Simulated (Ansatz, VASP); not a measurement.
# TiAl3: VASP beside Ansatz

```
Ti Al
1.0
    -2.02783    2.02783    4.24176
     2.02783   -2.02783    4.24176
     2.02783    2.02783   -4.24176
Ti Al
1 3
Direct
  0.00000 0.00000 0.00000
  0.50000 0.50000 0.00000
  0.75000 0.25000 0.50000
  0.25000 0.75000 0.50000
```

Change from the starting cell: normal strain along x +0.0733, normal strain along y +0.0733.

Alike in both runs: task single point; functional LDA; k mesh 14 × 14 × 14; occupations gaussian, width 0.15 eV; no spin polarisation.

```csv
,VASP,Ansatz
version,VASP 6.6.1,Ansatz 0.2.0
potentials or method,"VASP PAW LDA potentials, release 64 (Ti_sv, Al), cutoff 520 eV","scalar-relativistic, plane waves, PAW"
valence electrons in the cell,21,21
```

```tsv
	VASP	Ansatz	Ansatz less VASP
gap on the k mesh at the Fermi level (eV)	none	none	-
pressure (GPa)	-12.1	-12.2	-0.10
traceless stress, the component that is largest in VASP (GPa)	6.39	6.38	-0.012
```

Ansatz warns that its potentials were made for another functional, while VASP's fit it. LDA's correlation is that of Perdew and Zunger in VASP and of Perdew and Wang (1992) in Ansatz. A gap of «none» marks a metal or a gap that the smearing closes.
